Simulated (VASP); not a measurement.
# HfN (Fm-3m) in VASP: a series of runs

The runs below take HfN through single point, relaxation of cell and atoms, with PBEsol.

All numbers are computed with VASP 6.6.1; they aren't measurements. Logs are shortened: lines on timing, memory, paths and dates and some standing lists are left out, and cuts for length are marked.

## Step 1: The cell of the first run

It takes space group Fm-3m (No. 225, cubic). Conventional cell: a = 4.501 Å, b = 4.501 Å, c = 4.501 Å, α = 90.00°, β = 90.00°, γ = 90.00°. Within 3.0 Å of Hf (site symmetry m-3m) lie 6 N at 2.25 Å. Within 3.0 Å of N (site symmetry m-3m) lie 6 Hf at 2.25 Å.

## Step 2: Single point, PBEsol

The input, INCAR:

```
PREC = Accurate
ENCUT = 600
EDIFF = 1E-6
ISMEAR = 1
SIGMA = 0.05
LREAL = False
LASPH = True
NELM = 120
ALGO = Normal
ISIF = 2
LWAVE = False
LCHARG = True
GGA = PS
LELF = True
LVHAR = True
NBANDS = 14
GGA_COMPAT = False
```

The input, KPOINTS:

```
regular mesh
0
Gamma
  16 16 16
```

The input, POSCAR:

```
HfN
1.0
    0.0000000000      2.2506445213      2.2506445213
    2.2506445213      0.0000000000      2.2506445213
    2.2506445213      2.2506445213      0.0000000000
Hf N
1 1
Direct
    0.0000000000      0.0000000000      0.0000000000
    0.5000000000      0.5000000000      0.5000000000
```

Potentials or basis: VASP PAW PBE potentials, release 64 (Hf_pv, N).

Run with:

```console
> cat potpaw_PBE.64/Hf_pv/POTCAR potpaw_PBE.64/N/POTCAR > POTCAR
> mpirun -np 1 vasp_std > vasp.out
```

OUTCAR:

```text
PREC = Accurate
   ENCUT = 600
   EDIFF = 1E-6
   ISMEAR = 1
   LREAL = False
   LASPH = True
   NELM = 120
   ISIF = 2
   GGA = PS

 ion  position               nearest neighbor table
   1  0.000  0.000  0.000-   2 2.25   2 2.25   2 2.25   2 2.25   2 2.25   2 2.25
   2  0.500  0.500  0.500-   1 2.25   1 2.25   1 2.25   1 2.25   1 2.25   1 2.25

  LATTYP: Found a face centered cubic cell.
 ALAT       =     4.5012890426

  Lattice vectors:

 A1 = (   0.0000000000,   2.2506445213,   2.2506445213)
 A2 = (   2.2506445213,   0.0000000000,   2.2506445213)
 A3 = (   2.2506445213,   2.2506445213,   0.0000000000)

Analysis of symmetry for initial positions (statically):
=====================================================================
 Subroutine PRICEL returns:
 Original cell was already a primitive cell.

 Routine SETGRP: Setting up the symmetry group for a
 face centered cubic supercell.

 Subroutine GETGRP returns: Found 48 space group operations
 (whereof 48 operations were pure point group operations)
 out of a pool of 48 trial point group operations.

The static configuration has the point symmetry O_h .

Analysis of symmetry for dynamics (positions and initial velocities):
=====================================================================
 Subroutine PRICEL returns:
 Original cell was already a primitive cell.

 Routine SETGRP: Setting up the symmetry group for a
 face centered cubic supercell.

 Subroutine GETGRP returns: Found 48 space group operations
 (whereof 48 operations were pure point group operations)
 out of a pool of 48 trial point group operations.

The dynamic configuration has the point symmetry O_h .

 Subroutine INISYM returns: Found 48 space group operations
 (whereof 48 operations are pure point group operations),
 and found     1 'primitive' translations

----------------------------------------------------------------------------------------

                                     Primitive cell

  volume of cell :      22.8008

  direct lattice vectors                    reciprocal lattice vectors
     0.000000000  2.250644521  2.250644521    -0.222158584  0.222158584  0.222158584
     2.250644521  0.000000000  2.250644521     0.222158584 -0.222158584  0.222158584
     2.250644521  2.250644521  0.000000000     0.222158584  0.222158584 -0.222158584

  length of vectors
     3.182892006  3.182892006  3.182892006     0.384789955  0.384789955  0.384789955

  position of ions in fractional coordinates (direct lattice)
     0.000000000  0.000000000  0.000000000
     0.500000000  0.500000000  0.500000000

  ion indices of the primitive-cell ions
[... 89 lines left out ...]
   EFERMI =   0.00;   METHOD = LEGACY
   ISMEAR =     1;   SIGMA  =   0.05  broadening in eV -4-tet -1-fermi 0-gaus
   EFERMI_NEDOS =   21; number of points for ismear=-14 and -15
   IALGO  =     38    algorithm
   IMIX   =      4    mixing-type and parameters
     AMIX     =   0.40;   BMIX     =  1.00
     AMIX_MAG =   1.60;   BMIX_MAG =  1.00
  volume/ion in A,a.u.               =      11.40        76.93
  Fermi-wavevector in a.u.,A,eV,Ry     =   1.423820  2.690629 27.582583  2.027263
  Thomas-Fermi vector in A             =   2.544377
   LORBIT       =      0    0 simple, 1 ext, 2 COOP (PROOUT), +10 PAW based schemes
   GGA     = PS    functional components
   LHFCALC =     F    Hartree Fock is set to
   AEXX    =    0.0000 exact exchange contribution
   IVDW    =     0    specifies the selected vdW correction
   LEPSILON=     F    determine dielectric tensor
   LRPA    =     F    only Hartree local field effects (RPA)
 non-spin polarized calculation
 Methfessel and Paxton  Order N= 1 SIGMA  =   0.05
  energy-cutoff  :      600.00
  volume of cell :       22.80
 maximum number of plane-waves:       778
 NGX is ok and might be reduce to    28
   NGX = 13   NGY = 13   NGZ = 13

 number of electron      15.0000002 magnetization

 Free energy of the ion-electron system (eV)
  ---------------------------------------------------
  ext. energy  EPLUGINS =         0.00000000
  ---------------------------------------------------
  free energy    TOTEN  =       -22.99517678 eV

  energy without entropy =      -22.99482806  energy(sigma->0) =      -22.99506054

 E-fermi :   8.2790     XC(G=0): -12.9522

 val. band max:        8.2769419975   @ k =  -0.4375   0.3125   0.1250
 cond. band min:       8.2901825763   @ k =  -0.1250   0.0625   0.0000
 fundamental gap:      0.0132405788
 Fermi energy:         8.2790077678

 k-point     1 :       0.0000    0.0000    0.0000
  band No.  band energies     occupation
      1     -22.7201      2.00000
      2     -22.7201      2.00000
      3     -22.7201      2.00000
      4      -9.2066      2.00000
      5       5.3020      2.00000
      6       5.3020      2.00000
      7       5.3020      2.00000
      8       7.9196      2.00000
      9       7.9196      2.00000
     10       7.9196      2.00000
     11      10.2169      0.00000
     12      10.2676      0.00000
     13      10.2676      0.00000
     14      17.8629      0.00000
[... 377 lines left out ...]
      1     -22.8220      2.00000
      2     -22.7455      2.00000
      3     -22.7220      2.00000
      4      -8.9616      2.00000
      5       4.2648      2.00000
      6       4.6167      2.00000
      7       4.9375      2.00000
      8       8.0956      2.00000
      9       8.0967      2.00000
     10       8.5496     -0.00000
     11      10.4051      0.00000
     12      11.2271      0.00000
     13      11.3320      0.00000
     14      18.6734      0.00000

 [... further k-points ...]

------------------------ aborting loop because EDIFF is reached ----------------------------------------

  FORCE on cell =-STRESS in cart. coord.  units (eV):
  Direction    XX          YY          ZZ          XY          YZ          ZX
  --------------------------------------------------------------------------------------
  -------------------------------------------------------------------------------------
  Total       -0.3196181     -0.3196181     -0.3196181      0.0000000      0.0000000      0.0000000
  in kB      -22.4590417    -22.4590417    -22.4590417      0.0000000      0.0000000      0.0000000
  external PRESSURE =     -22.4590417 kB  Pullay stress =       0.0000000 kB

 VOLUME and BASIS-vectors are now :
 -----------------------------------------------------------------------------
  energy-cutoff  :      600.00
  volume of cell :       22.80
      direct lattice vectors                 reciprocal lattice vectors
     0.000000000  2.250644521  2.250644521    -0.222158584  0.222158584  0.222158584
     2.250644521  0.000000000  2.250644521     0.222158584 -0.222158584  0.222158584
     2.250644521  2.250644521  0.000000000     0.222158584  0.222158584 -0.222158584

 POSITION                                       TOTAL-FORCE (eV/Angst)
 -----------------------------------------------------------------------------------
      0.00000      0.00000      0.00000         0.000000     -0.000000      0.000000
      2.25064      2.25064      2.25064        -0.000000      0.000000     -0.000000
 -----------------------------------------------------------------------------------
    total drift:                                0.000000      0.000000      0.000000

  FREE ENERGIE OF THE ION-ELECTRON SYSTEM (eV)
  ---------------------------------------------------
  free  energy   TOTEN  =       -22.9951767848 eV

  energy  without entropy=      -22.9948280617  energy(sigma->0) =      -22.99506054
```

Wall time 55 s (1 thread of Intel Xeon Platinum 8488C (Sapphire Rapids), shared host); peak memory 0.2 GiB.

What came out:

* Free energy: -22.9952 eV
* Pressure: -2.2 GPa
* Band gap on the k mesh: zero (an odd number of electrons rules out a gap without spin polarisation)

Caveat: the PAW data sets were made with another functional, which shifts forces and pressure a little; spin-orbit coupling is left out, which moves the levels of the heavy elements.

## Step 3: Relaxation of cell and atoms, PBEsol

This run uses another cell than the first one, of 11.48 Å³/atom.

The input, INCAR:

```
SYSTEM = HfN
PREC = Accurate
ENCUT = 600
EDIFF = 1E-7
ISMEAR = 1
SIGMA = 0.05
LREAL = .False.
LASPH = .True.
NELM = 120
ALGO = Normal
ISIF = 3
LWAVE = .False.
LCHARG = .False.
GGA = PS
IBRION = 2
NSW = 80
EDIFFG = -0.01
GGA_COMPAT = .False.
NELMIN = 4
```

The input, KPOINTS:

```
regular mesh
0
Gamma
  16 16 16
  0 0 0
```

The input, POSCAR:

```
HfN
1.0
    0.0000000000      2.2560000000      2.2560000000
    2.2560000000      0.0000000000      2.2560000000
    2.2560000000      2.2560000000      0.0000000000
Hf N
1 1
Direct
    0.0000000000      0.0000000000      0.0000000000
    0.5000000000      0.5000000000      0.5000000000
```

Potentials or basis: VASP PAW PBE potentials, release 64 (Hf_pv, N).

Run with:

```console
> cat potpaw_PBE.64/Hf_pv/POTCAR potpaw_PBE.64/N/POTCAR > POTCAR
> mpirun -np 1 vasp_std > vasp.out
```

OUTCAR:

```text
SYSTEM = HfN
   PREC = Accurate
   ENCUT = 600
   EDIFF = 1E-7
   ISMEAR = 1
   LREAL = .False.
   LASPH = .True.
   NELM = 120
   ISIF = 3
   GGA = PS
   IBRION = 2
   NSW = 80
   EDIFFG = -0.01
   NELMIN = 4

 ion  position               nearest neighbor table
   1  0.000  0.000  0.000-   2 2.26   2 2.26   2 2.26   2 2.26   2 2.26   2 2.26
   2  0.500  0.500  0.500-   1 2.26   1 2.26   1 2.26   1 2.26   1 2.26   1 2.26

  LATTYP: Found a face centered cubic cell.
 ALAT       =     4.5120000000

  Lattice vectors:

 A1 = (   0.0000000000,   2.2560000000,   2.2560000000)
 A2 = (   2.2560000000,   0.0000000000,   2.2560000000)
 A3 = (   2.2560000000,   2.2560000000,   0.0000000000)

Analysis of symmetry for initial positions (statically):
=====================================================================
 Subroutine PRICEL returns:
 Original cell was already a primitive cell.

 Routine SETGRP: Setting up the symmetry group for a
 face centered cubic supercell.

 Subroutine GETGRP returns: Found 48 space group operations
 (whereof 48 operations were pure point group operations)
 out of a pool of 48 trial point group operations.

The static configuration has the point symmetry O_h .

Analysis of symmetry for dynamics (positions and initial velocities):
=====================================================================
 Subroutine PRICEL returns:
 Original cell was already a primitive cell.
[... 229 lines left out ...]

 number of electron      15.0000002 magnetization

 Free energy of the ion-electron system (eV)
  ---------------------------------------------------
  ext. energy  EPLUGINS =         0.00000000
  ---------------------------------------------------
  free energy    TOTEN  =       -22.99668328 eV

  energy without entropy =      -22.99633404  energy(sigma->0) =      -22.99656686

 E-fermi :   8.3482     XC(G=0): -12.9927

 val. band max:        8.3462538686   @ k =  -0.4375   0.3125   0.1250
 cond. band min:       8.3594143528   @ k =  -0.1250   0.0625   0.0000
 fundamental gap:      0.0131604842
 Fermi energy:         8.3481979588

 k-point     1 :       0.0000    0.0000    0.0000
  band No.  band energies     occupation
      1     -22.6205      2.00000
      2     -22.6205      2.00000
      3     -22.6205      2.00000
      4      -9.1835      2.00000
      5       5.3622      2.00000
      6       5.3622      2.00000
      7       5.3622      2.00000
      8       7.9838      2.00000
      9       7.9838      2.00000
     10       7.9838      2.00000
     11      10.3612      0.00000
[... 309 lines left out ...]
 k-point    24 :      -0.0625    0.0625    0.0000
  band No.  band energies     occupation
      1     -22.7256      2.00000
      2     -22.6466      2.00000
      3     -22.6224      2.00000
      4      -8.9343      2.00000
      5       4.3204      2.00000
      6       4.6690      2.00000
      7       4.9941      2.00000
      8       8.1619      2.00000
      9       8.1624      2.00000
     10       8.6212     -0.00000
     11      10.5145      0.00000

 [... further k-points ...]

------------------------ aborting loop because EDIFF is reached ----------------------------------------

  FORCE on cell =-STRESS in cart. coord.  units (eV):
  Direction    XX          YY          ZZ          XY          YZ          ZX
  --------------------------------------------------------------------------------------
  -------------------------------------------------------------------------------------
  Total       -0.0048641     -0.0048641     -0.0048641      0.0000000      0.0000000      0.0000000
  in kB       -0.3444345     -0.3444345     -0.3444345      0.0000000      0.0000000      0.0000000
  external PRESSURE =      -0.3444345 kB  Pullay stress =       0.0000000 kB
[... 17 lines left out ...]
  FREE ENERGIE OF THE ION-ELECTRON SYSTEM (eV)
  ---------------------------------------------------
  free  energy   TOTEN  =       -22.9966832778 eV

  energy  without entropy=      -22.9963340373  energy(sigma->0) =      -22.99656686

 reached required accuracy - stopping structural energy minimisation
```

CONTCAR:

```text
HfN
   1.00000000000000
     0.0000000000000000    2.2448785813414385    2.2448785813414385
     2.2448785813414385    0.0000000000000000    2.2448785813414385
     2.2448785813414385    2.2448785813414385   -0.0000000000000000
  Hf              N
     1     1
Direct
     0.0000000000000000    0.0000000000000000    0.0000000000000000
     0.5000000000000000    0.5000000000000000    0.5000000000000000

  0.00000000E+00  0.00000000E+00  0.00000000E+00
  0.00000000E+00  0.00000000E+00  0.00000000E+00
```

Wall time 2.3 min (1 thread of Intel Xeon Platinum 8488C (Sapphire Rapids), shared host); peak memory 0.21 GiB.

What came out:

| Quantity | Value |
| --- | --- |
| Free energy | -22.9967 eV |
| Relaxed volume | 11.31 Å³/atom |
| Relaxed cell | a = 3.175 Å, b = 3.175 Å, c = 3.175 Å, α = 60.00°, β = 60.00°, γ = 60.00° |
| Space group after relaxing (to 0.1 Å) | Fm-3m (No. 225) |
| Energy gained by relaxing | 2.3 meV/atom |
| Ionic steps | 3 |
| Pressure after relaxing | 0.0 GPa |
| Band gap on the k mesh | zero (an odd number of electrons rules out a gap without spin polarisation) |

The path:
| step | energy change (eV) | largest force (eV/Å) | pressure (GPa) | volume (Å³) |
| --- | --- | --- | --- | --- |
| 1 | 0.0000 | 0.0000 | -4.22 | 22.96 |
| 2 | 0.0134 | 0.0000 | 9.10 | 21.97 |
| 3 | -0.0046 | 0.0000 | -0.03 | 22.63 |

Final structure:
```cif
data_structure
_symmetry_space_group_name_H-M 'P 1'
_symmetry_Int_Tables_number 1
_cell_length_a 3.1747
_cell_length_b 3.1747
_cell_length_c 3.1747
_cell_angle_alpha 60.000
_cell_angle_beta 60.000
_cell_angle_gamma 60.000
_cell_volume 22.63
loop_
_atom_site_label
_atom_site_type_symbol
_atom_site_fract_x
_atom_site_fract_y
_atom_site_fract_z
_atom_site_occupancy
Hf1 Hf 0.00000 0.00000 0.00000 1
N1 N 0.50000 0.50000 0.50000 1
```

Caveat: the PAW data sets were made with another functional, which shifts forces and pressure a little; spin-orbit coupling is left out, which moves the levels of the heavy elements.
